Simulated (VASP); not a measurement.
# Sr (Fm-3m) in VASP: further runs

Sr is run at these levels: PBE; tasks: single point, relaxation of cell and atoms.

Program: VASP 6.6.1. These are calculated values, not measurements. Logs are shortened: lines on timing, memory, paths and dates and some standing lists are left out, and cuts for length are marked.

### 1 The cell of the first run

It takes space group Fm-3m (No. 225, cubic). The conventional cell has a = 5.665 Å, b = 5.665 Å, c = 5.665 Å, α = 90.00°, β = 90.00°, γ = 90.00°. Sr (site symmetry m-3m) has 12 Sr at 4.01 Å within 5.3 Å.

### 2 Single point, PBE

File INCAR:

```
SYSTEM = Sr
  ALGO = Normal
  EDIFF = 1E-6
  ENCUT = 520
  GGA = PE
  ISIF = 2
  ISMEAR = 0
  LASPH = .True.
  LCHARG = .False.
  LREAL = .False.
  LWAVE = .False.
  NBANDS = 11
  NELM = 60
  PREC = Accurate
  SIGMA = 0.1
```

File KPOINTS:

```
k-points
0
Gamma
  6 6 6
  0 0 0
```

File POSCAR:

```
Sr
1.0
    0.0000000000      2.8325057364      2.8325057364
    2.8325057364      0.0000000000      2.8325057364
    2.8325057364      2.8325057364      0.0000000000
Sr
1
Direct
    0.0000000000      0.0000000000      0.0000000000
```

Potentials or basis: VASP PAW PBE potentials, release 64 (Sr_sv).

Launch:

```console
$ cat potpaw_PBE.64/Sr_sv/POTCAR > POTCAR
$ mpirun -np 1 vasp_std > vasp.out
```

OUTCAR:

```text
SYSTEM = Sr
   EDIFF = 1E-6
   ENCUT = 520
   GGA = PE
   ISIF = 2
   ISMEAR = 0
   LASPH = .True.
   LREAL = .False.
   NELM = 60
   PREC = Accurate

 ion  position               nearest neighbor table
   1  0.000  0.000  0.000-

  LATTYP: Found a face centered cubic cell.
 ALAT       =     5.6650114728

  Lattice vectors:

 A1 = (   0.0000000000,   2.8325057364,   2.8325057364)
 A2 = (   2.8325057364,   0.0000000000,   2.8325057364)
 A3 = (   2.8325057364,   2.8325057364,   0.0000000000)

Analysis of symmetry for initial positions (statically):
=====================================================================
 Subroutine PRICEL returns:
 Original cell was already a primitive cell.

 Routine SETGRP: Setting up the symmetry group for a
 face centered cubic supercell.

 Subroutine GETGRP returns: Found 48 space group operations
 (whereof 48 operations were pure point group operations)
 out of a pool of 48 trial point group operations.

The static configuration has the point symmetry O_h .

Analysis of symmetry for dynamics (positions and initial velocities):
=====================================================================
 Subroutine PRICEL returns:
 Original cell was already a primitive cell.

 Routine SETGRP: Setting up the symmetry group for a
 face centered cubic supercell.

 Subroutine GETGRP returns: Found 48 space group operations
 (whereof 48 operations were pure point group operations)
 out of a pool of 48 trial point group operations.

The dynamic configuration has the point symmetry O_h .

 Subroutine INISYM returns: Found 48 space group operations
 (whereof 48 operations are pure point group operations),
 and found     1 'primitive' translations

----------------------------------------------------------------------------------------

                                     Primitive cell

  volume of cell :      45.4509

  direct lattice vectors                    reciprocal lattice vectors
     0.000000000  2.832505736  2.832505736    -0.176522149  0.176522149  0.176522149
     2.832505736  0.000000000  2.832505736     0.176522149 -0.176522149  0.176522149
     2.832505736  2.832505736  0.000000000     0.176522149  0.176522149 -0.176522149

  length of vectors
     4.005768028  4.005768028  4.005768028     0.305745331  0.305745331  0.305745331

  position of ions in fractional coordinates (direct lattice)
     0.000000000  0.000000000  0.000000000
[... 72 lines left out ...]
   NFREE  =      0    steps in history (QN), initial steepest desc. (CG)
   ISIF   =      2    stress and relaxation
   ISYM   =      2    0-nonsym 1-usesym 2-fastsym
   POTIM  = 0.5000    time-step for ionic-motion
   TEBEG  =    0.0;   TEEND  =   0.0 temperature during run
   PSTRESS=    0.0 pullay stress
   NELECT =      10.0000    total number of electrons
   NUPDOWN=      -1.0000    fix difference up-down
   EMIN   =  10.00;   EMAX   =-10.00  energy-range for DOS
   EFERMI =   0.00;   METHOD = LEGACY
   ISMEAR =     0;   SIGMA  =   0.10  broadening in eV -4-tet -1-fermi 0-gaus
   EFERMI_NEDOS =   21; number of points for ismear=-14 and -15
   IALGO  =     38    algorithm
   IMIX   =      4    mixing-type and parameters
     AMIX     =   0.40;   BMIX     =  1.00
     AMIX_MAG =   1.60;   BMIX_MAG =  1.00
  volume/ion in A,a.u.               =      45.45       306.72
  Fermi-wavevector in a.u.,A,eV,Ry     =   0.988312  1.867639 13.289633  0.976760
  Thomas-Fermi vector in A             =   2.119829
   LORBIT       =      0    0 simple, 1 ext, 2 COOP (PROOUT), +10 PAW based schemes
   GGA     = PE    functional components
   LHFCALC =     F    Hartree Fock is set to
   AEXX    =    0.0000 exact exchange contribution
   IVDW    =     0    specifies the selected vdW correction
   LEPSILON=     F    determine dielectric tensor
   LRPA    =     F    only Hartree local field effects (RPA)
 non-spin polarized calculation
 Gauss-broadening in eV      SIGMA  =   0.10
  energy-cutoff  :      520.00
  volume of cell :       45.45
 maximum number of plane-waves:      1243
 NGX is ok and might be reduce to    30
   NGX = 15   NGY = 15   NGZ = 15

 number of electron      10.0000000 magnetization

 Free energy of the ion-electron system (eV)
  ---------------------------------------------------
  ext. energy  EPLUGINS =         0.00000000
  ---------------------------------------------------
  free energy    TOTEN  =        -1.53675652 eV

  energy without entropy =       -1.52388221  energy(sigma->0) =       -1.53031936

 E-fermi :   2.3332     XC(G=0):  -7.9523

 val. band max:        2.3178539289   @ k =  -0.3333   0.3333   0.1667
 cond. band min:       2.3489849001   @ k =  -0.3333   0.3333   0.1667
 fundamental gap:      0.0311309712
 Fermi energy:         2.3332208739

 k-point     1 :       0.0000    0.0000    0.0000
  band No.  band energies     occupation
      1     -33.9797      2.00000
      2     -15.8144      2.00000
      3     -15.8144      2.00000
      4     -15.8144      2.00000
      5      -1.6327      2.00000
      6       4.8321      0.00000
      7       4.8321      0.00000
      8       4.8321      0.00000
      9       6.6303      0.00000
     10       6.6303      0.00000
     11       9.9982      0.00000
[... 197 lines left out ...]
 k-point    16 :      -0.3333    0.5000    0.1667
  band No.  band energies     occupation
      1     -33.9347      2.00000
      2     -16.1152      2.00000
      3     -16.0054      2.00000
      4     -15.9532      2.00000
      5       1.9521      2.00000
      6       2.7238      0.00000
      7       3.4083      0.00000
      8       5.5911      0.00000
      9       8.3131      0.00000
     10       8.6848      0.00000
     11       8.7975      0.00000

------------------------ aborting loop because EDIFF is reached ----------------------------------------

  FORCE on cell =-STRESS in cart. coord.  units (eV):
  Direction    XX          YY          ZZ          XY          YZ          ZX
  --------------------------------------------------------------------------------------
  -------------------------------------------------------------------------------------
  Total        0.9046603      0.9046603      0.9046603      0.0000000     -0.0000000      0.0000000
  in kB       31.8899414     31.8899414     31.8899414      0.0000000     -0.0000000      0.0000000
  external PRESSURE =      31.8899414 kB  Pullay stress =       0.0000000 kB

 VOLUME and BASIS-vectors are now :
 -----------------------------------------------------------------------------
  energy-cutoff  :      520.00
  volume of cell :       45.45
      direct lattice vectors                 reciprocal lattice vectors
     0.000000000  2.832505736  2.832505736    -0.176522149  0.176522149  0.176522149
     2.832505736  0.000000000  2.832505736     0.176522149 -0.176522149  0.176522149
     2.832505736  2.832505736  0.000000000     0.176522149  0.176522149 -0.176522149

 POSITION                                       TOTAL-FORCE (eV/Angst)
 -----------------------------------------------------------------------------------
      0.00000      0.00000      0.00000         0.000000      0.000000      0.000000
 -----------------------------------------------------------------------------------
    total drift:                               -0.000000     -0.000000      0.000000

  FREE ENERGIE OF THE ION-ELECTRON SYSTEM (eV)
  ---------------------------------------------------
  free  energy   TOTEN  =        -1.5367565179 eV

  energy  without entropy=       -1.5238822078  energy(sigma->0) =       -1.53031936
```

It took 7.8 s on 1 thread of Intel Xeon Platinum 8259CL at 2.50GHz (Skylake/Cascade Lake), shared host; peak memory 0.16 GiB.

The run converged, but its numbers aren't listed here, since they failed a check.

Caveat: the mesh shows a gap though the element is a metal.

(Continued in part 2 of 2.)
